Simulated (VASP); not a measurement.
Wanted: the native input for a VASP 6.6.1 run.

```yaml
Task: single point
Functional: PBEsol
Potentials_or_basis: VASP PAW PBE potentials, release 64 (Mg)
Cutoff: 520 eV
k_mesh: 18 × 18 × 8
Occupations: gaussian, width 0.1 eV
Spin: no spin polarisation
Dipole_correction: no
Further_INCAR_settings: ALGO = Normal; EDIFF = 1e-07; NBANDS = 9
```

The structure of Mg lies in POSCAR:

```
Mg
1.0
    3.2496987911      0.0000000000      0.0000000000
   -1.6248493956      2.8143217078      0.0000000000
    0.0000000000      0.0000000000      5.2138855915
Mg
2
Direct
    0.3333333333      0.6666666667      0.2500000000
    0.6666666667      0.3333333333      0.7500000000
```

The input as run:

INCAR

```
SYSTEM = Mg
PREC = Accurate
ENCUT = 520
EDIFF = 1E-7
ISMEAR = 0
SIGMA = 0.1
LREAL = .False.
LASPH = .True.
NELM = 60
ALGO = Normal
ISIF = 2
LWAVE = .False.
LCHARG = .True.
GGA = PS
LELF = .True.
LVHAR = .True.
NBANDS = 9
```

KPOINTS

```
Automatic mesh
0
Gamma
  18 18 8
  0 0 0
```

Potentials or basis: VASP PAW PBE potentials, release 64 (Mg).

Run with:

```sh
$ cat potpaw_PBE.64/Mg/POTCAR > POTCAR
$ mpirun -np 1 vasp_std > vasp.out
```

Results of the run:

```yaml
Pressure: -2.0 GPa
Band_gap_on_the_k_mesh: zero (bands 2 and 3 overlap by 2.15 eV)
```

Caveat: the PAW data sets were made with another functional, which shifts forces and pressure a little.

Wall time 67 s on 1 thread of Intel Xeon 8259CL (shared host), peak memory 0.21 GiB.
